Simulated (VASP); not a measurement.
Input of a VASP 6.6.1 run:

POSCAR

```
Ti
1.0
    2.9358559451      0.0000000000      0.0000000000
   -1.4679279726      2.5425258303      0.0000000000
    0.0000000000      0.0000000000      4.6416239676
Ti
2
Direct
    0.3333333333      0.6666666667      0.2500000000
    0.6666666667      0.3333333333      0.7500000000
```

File INCAR.step1:

```
PREC = Accurate
ENCUT = 520
ISMEAR = -1
SIGMA = 0.3
LREAL = False
LASPH = True
NELM = 100
NBANDS = 19
GGA = PE
ALGO = Normal
EDIFF = 1E-4
LWAVE = True
LCHARG = False
```

The input INCAR.step2:

```
PREC = Accurate
ENCUT = 520
EDIFF = 1E-6
ISMEAR = -1
SIGMA = 0.3
LREAL = False
LASPH = True
NELM = 100
ALGO = Normal
ISIF = 2
LWAVE = False
LCHARG = False
METAGGA = R2SCAN
LMIXTAU = True
NBANDS = 19
ISTART = 1
```

The input KPOINTS:

```
regular mesh
0
Gamma
  12 12 7
```

Potentials or basis: VASP PAW PBE potentials, release 64 (Ti_sv).

The run is started by

```sh
$ cat potpaw_PBE.64/Ti_sv/POTCAR > POTCAR
$ cp INCAR.step1 INCAR
$ mpirun -np 1 vasp_std > vasp.out
$ cp INCAR.step2 INCAR
$ mpirun -np 1 vasp_std > vasp.out
```

Problem. Estimate the band gap on the k mesh.

Solution. Zero (bands 12 and 13 overlap by 1.27 eV).

Problem. Predict the pressure.

Solution. 2.2 GPa.

Stress tensor (GPa, compression positive):
```
1.87 0.00 0.00
0.00 1.87 0.00
0.00 0.00 2.91
```

Caveat: so wide a smearing shifts energies and pressures; the PAW data sets were made with another functional, which shifts forces and pressure a little.
